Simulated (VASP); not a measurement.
A run of VASP 6.6.1 is set up as follows.

INCAR

```
SYSTEM = I
ALGO = Normal ; EDIFF = 1E-6
ENCUT = 520 ; GGA = PE
ISIF = 2 ; ISMEAR = -1
LASPH = .TRUE. ; LCHARG = .FALSE.
LREAL = .FALSE. ; LWAVE = .FALSE.
NBANDS = 10 ; NELM = 60
PREC = Accurate ; SIGMA = 0.1
```

Contents of KPOINTS:

```
k-points
0
G
  8 8 8
  0 0 0
```

Contents of POSCAR:

```
I
1.0
   -2.0753767587      2.0753767587      2.0753767587
    2.0753767587     -2.0753767587      2.0753767587
    2.0753767587      2.0753767587     -2.0753767587
I
1
Direct
    0.0000000000      0.0000000000      0.0000000000
```

Potentials or basis: VASP PAW PBE potentials, release 64 (I).

Run with:

```console
$ cat potpaw_PBE.64/I/POTCAR > POTCAR
$ mpirun -np 1 vasp_std > vasp.out
```

Q: What does it give for the pressure?

A: 0.4 GPa.

Caveat: an odd number of electrons without spin polarisation forces a metal; a magnetic or distorted state may lie lower.
